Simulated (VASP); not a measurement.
Crystal: Ti2Co.

```
CELL_PARAMETERS angstrom
0.00000 3.36500 3.36500
3.36500 0.00000 3.36500
3.36500 3.36500 0.00000
ATOMIC_POSITIONS crystal
Ti 0.12500 0.12500 0.12500
Ti 0.62500 0.12500 0.12500
Ti 0.12500 0.12500 0.62500
Ti 0.12500 0.62500 0.12500
Co 0.50000 0.50000 0.50000
Co 0.75000 0.75000 0.75000
```

Base run:

- Program: VASP 6.6.1
- Functional: r2SCAN
- Potentials or basis: VASP PAW PBE potentials, release 64 (Ti_sv, Co)
- Cutoff: 520 eV
- k mesh: 5 × 5 × 5
- Occupations: gaussian, width 0.01 eV
- Spin: collinear spin, ferromagnetic start
- Starting moments: [0.19, 0.19, 0.19, 0.19, 1.58, 1.58] μB

Its results: pressure 25.0 GPa; net moment 1.57 μB per cell; site moments Ti -0.21; Co +1.44 μB.

The run is repeated on the same cell with these changes: occupations from gaussian, width 0.01 eV to gaussian, width 0.1 eV. What comes out?

Pressure 25.0 GPa; net moment 3.44 μB per cell; site moments Ti +0.24; Co +1.39 μB.

Caveats: the cell stands under pressure; the PAW data sets were made with another functional, which shifts forces and pressure a little.
